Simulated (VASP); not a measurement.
A run of VASP 6.6.1 is set up as follows.

Contents of INCAR:

```
SYSTEM = MgO
PREC = Accurate
ENCUT = 600
EDIFF = 1E-6
ISMEAR = 0
SIGMA = 0.01
LREAL = .FALSE.
LASPH = .TRUE.
NELM = 120
ALGO = Normal
ISIF = 2
LWAVE = .FALSE.
LCHARG = .FALSE.
GGA = PE
NBANDS = 11
GGA_COMPAT = .FALSE.
```

Contents of KPOINTS:

```
regular mesh
0
G
  5 5 5
  0 0 0
```

File POSCAR:

```
MgO
1.0
    2.9380209034      0.0000000000      0.0000000000
   -1.4690104517      2.5444007392      0.0000000000
    0.0000000000      0.0000000000      2.6796800000
Mg O
1 1
Direct
    0.0000000000      0.0000000000      0.0000000000
    0.3333333333      0.6666666667      0.5000000000
```

Potentials or basis: VASP PAW PBE potentials, release 64 (Mg, O).

The run is started by

```console
$ cat potpaw_PBE.64/Mg/POTCAR potpaw_PBE.64/O/POTCAR > POTCAR
$ mpirun -np 1 vasp_std > vasp.out
```

(1) Estimate the band gap on the k mesh.

(2) What does it give for the pressure?

Answers

(1) 3.01 eV, indirect (least direct gap 3.40 eV).

(2) -0.9 GPa.

Caveat: the k points lie up to 0.49 Å⁻¹ apart.
